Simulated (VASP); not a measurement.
Wanted: the native input for a VASP 6.6.1 run.

| Quantity | Value |
| --- | --- |
| Task | single point |
| Functional | PBEsol |
| Potentials or basis | VASP PAW PBE potentials, release 64 (In_d, As) |
| Cutoff | 520 eV |
| k mesh | 8 × 8 × 8 |
| Occupations | fermi-dirac, width 0.05 eV |
| Spin | no spin polarisation |
| Dipole correction | no |
| Further INCAR settings | ALGO = Normal; EDIFF = 1e-06; NBANDS = 16 |

The structure of InAs lies in POSCAR:

```
InAs
1.0
    0.0000000000      2.9977443561      2.9977443561
    2.9977443561      0.0000000000      2.9977443561
    2.9977443561      2.9977443561      0.0000000000
In As
1 1
Direct
    0.0000000000      0.0000000000      0.0000000000
    0.7500000000      0.7500000000      0.7500000000
```

One way to write it, as run:

INCAR

```
SYSTEM = InAs
ALGO = Normal
EDIFF = 1E-6
ENCUT = 520
GGA = PS
ISIF = 2
ISMEAR = -1
LASPH = .TRUE.
LCHARG = .FALSE.
LREAL = .FALSE.
LWAVE = .FALSE.
NBANDS = 16
NELM = 80
PREC = Accurate
SIGMA = 0.05
```

KPOINTS

```
k-points
0
G
  8 8 8
  0 0 0
```

Potentials or basis: VASP PAW PBE potentials, release 64 (In_d, As).

Command:

```bash
$ cat potpaw_PBE.64/In_d/POTCAR potpaw_PBE.64/As/POTCAR > POTCAR
$ mpirun -np 1 vasp_std > vasp.out
```

Results of the run:

The pressure is 2.9 GPa. The band gap on the k mesh is zero (filled and empty bands touch).

Caveat: the PAW data sets were made with another functional, which shifts forces and pressure a little; spin-orbit coupling is left out, which moves the levels of the heavy elements.

Wall time 15 s on 1 thread of Intel(R) Xeon(R) Platinum 8488C (Sapphire Rapids), with other jobs on the host, peak memory 0.18 GiB.
